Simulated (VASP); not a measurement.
Here is a VASP 6.6.1 calculation.

Contents of INCAR:

```
PREC = Accurate
ENCUT = 520
EDIFF = 1E-6
ISMEAR = 0
SIGMA = 0.05
LREAL = F
LASPH = T
NELM = 60
ALGO = Normal
ISIF = 2
LWAVE = F
LCHARG = F
GGA = PE
NBANDS = 33
```

KPOINTS

```
regular mesh
0
Gamma
  6 6 10
```

POSCAR

```
TiO2
1.0
    4.4267000000      0.0000000000      0.0000000000
    0.0000000000      4.4267000000      0.0000000000
    0.0000000000      0.0000000000      2.7268000000
Ti O
2 4
Direct
    0.0000000000      0.0000000000      0.0000000000
    0.5000000000      0.5000000000      0.5000000000
    0.3050970583      0.3050970583      0.0000000000
    0.1949029417      0.8050970583      0.5000000000
    0.6949029417      0.6949029417      0.0000000000
    0.8050970583      0.1949029417      0.5000000000
```

Potentials or basis: VASP PAW PBE potentials, release 64 (Ti_sv, O).

Command:

```bash
$ cat potpaw_PBE.64/Ti_sv/POTCAR potpaw_PBE.64/O/POTCAR > POTCAR
$ mpirun -np 1 vasp_std > vasp.out
```

Question: What does it give for the largest force?

Answer: 1.561 eV/Å.

Question: Predict the pressure.

Answer: 63.3 GPa.

Question: Predict the band gap on the k mesh.

Answer: 2.35 eV, direct.

Stress tensor (GPa, compression positive):
```
52.48  0.00  0.00
 0.00 52.48  0.00
 0.00  0.00 84.90
```

Caveat: forces of over 1 eV/Å act on the atoms, so gaps and moduli don't describe the material at rest. A k mesh can miss the band edges.
